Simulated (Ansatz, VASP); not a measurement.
**Two plane-wave programs on B5Ru3**

```
B Ru
1.0
     2.91651    0.00000    0.00000
    -1.45825    2.52577    0.00000
     0.00000    0.00000   10.04801
B Ru
5 3
Direct
  0.33333 0.66667 0.64285
  0.66667 0.33333 0.71996
  0.33333 0.66667 0.35715
  0.66667 0.33333 0.28004
  0.66667 0.33333 0.00000
  0.33333 0.66667 0.14035
  0.33333 0.66667 0.85965
  0.66667 0.33333 0.50000
```

Alike in both runs: task relaxation of cell and atoms; functional PBE; k mesh 12 × 12 × 4; occupations gaussian, width 0.1 eV; no spin polarisation.

```csv
,VASP,Ansatz
version,VASP 6.6.1,Ansatz 0.2.0
potentials or method,"VASP PAW PBE potentials, release 64 (B, Ru_pv), cutoff 600 eV","scalar-relativistic, plane waves, PAW"
valence electrons in the cell,57,63
```

VASP gave:

- gap on the k mesh at the Fermi level, each at its own relaxed structure (eV): none
- relaxed volume (Å³/atom): 9.27
- relaxed cell length with the largest relative difference (Å): 2.922

**Question.** Which values does Ansatz return?

**Answer.** gap on the k mesh at the Fermi level, each at its own relaxed structure (eV): none; relaxed volume (Å³/atom): 9.27; relaxed cell length with the largest relative difference (Å): 2.923.

A gap of «none» marks a metal or a gap that the smearing closes. VASP's potentials hold 57 valence electrons a cell and Ansatz's 63, so a difference there can come from the potentials and not from the codes.
